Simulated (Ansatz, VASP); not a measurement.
**La2O3: VASP beside Ansatz**

```xyz
5
Lattice="3.9351 0.0000 0.0000 -1.9676 3.4079 0.0000 0.0000 0.0000 6.1262" Properties=species:S:1:pos:R:3 pbc="T T T"
La    1.9676    1.1360    4.6182
La    0.0000    2.2719    1.5080
O     1.9676    1.1360    2.1680
O     0.0000    2.2719    3.9582
O     0.0000    0.0000    0.0000
```

Alike in both runs: task single point; functional PBE; k mesh 12 × 12 × 4; occupations fermi-dirac, width 0.02 eV; no spin polarisation.

|  | VASP | Ansatz |
| --- | --- | --- |
| version | VASP 6.6.1 | Ansatz 0.2.0 |
| potentials or method | VASP PAW PBE potentials, release 64 (La, O) | plane waves, PAW |
| plane-wave cutoff (eV) | 520 | 420 |
| valence electrons in the cell | 40 | 40 |

|  | VASP | Ansatz | Ansatz less VASP |
| --- | --- | --- | --- |
| gap on the k mesh at the Fermi level (eV) | 3.86 | 3.84 | -0.018 |
| pressure (GPa) | 1.0 | 1.3 | +0.29 |
| traceless stress, the component that is largest in VASP (GPa) | 0.22 | 0.18 | -0.041 |
| rms of the force components (eV/Å) | 0.014 | 0.009 | -0.0048 |

Atom by atom the forces differ by 0.005 eV/Å (rms over components).

Spin-orbit coupling is off throughout.
